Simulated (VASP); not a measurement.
Input of a VASP 6.6.1 run:

File INCAR:

```
ALGO     = Normal         # electronic algorithm
EDIFF    = 1E-7           # SCF threshold, eV
ENCUT    = 520            # plane-wave cutoff, eV
GGA      = PS             # functional
ISIF     = 2              # what is computed and relaxed
ISMEAR   = 0              # smearing method
ISPIN    = 2              # spin polarisation
LASPH    = True           # aspherical terms in the spheres
LCHARG   = True           # write CHGCAR
LELF     = True           # ELF
LMAXMIX  = 4              # l up to which the mixer works
LORBIT   = 11             # projections on sites
LREAL    = False          # projectors in reciprocal space
LVHAR    = True         
LWAVE    = False          # write WAVECAR
MAGMOM   = 2.625 0        # initial moments
NBANDS   = 20             # bands
NELM     = 150            # most SCF steps
NUPDOWN  = 2.625          # fixed moment
PREC     = Accurate       # precision mode
SIGMA    = 0.15           # smearing width, eV
```

File KPOINTS:

```
k-points
0
Gamma
  16 16 16
```

The input POSCAR:

```
MnS
1.0
    0.0000000000      2.4823828122      2.4823828122
    2.4823828122      0.0000000000      2.4823828122
    2.4823828122      2.4823828122      0.0000000000
Mn S
1 1
Direct
    0.0000000000      0.0000000000      0.0000000000
    0.7500000000      0.7500000000      0.7500000000
```

Potentials or basis: VASP PAW PBE potentials, release 64 (Mn_pv, S).

Launch:

```sh
$ cat potpaw_PBE.64/Mn_pv/POTCAR potpaw_PBE.64/S/POTCAR > POTCAR
$ mpirun -np 1 vasp_std > vasp.out
```

Problem. Predict the pressure.

Solution. 11.8 GPa.

Caveat: the cell stands under pressure; the PAW data sets were made with another functional, which shifts forces and pressure a little; the total moment is fixed, so each spin has its own Fermi level; a cell with one magnetic atom can't hold antiferromagnetic order, which such compounds often take.
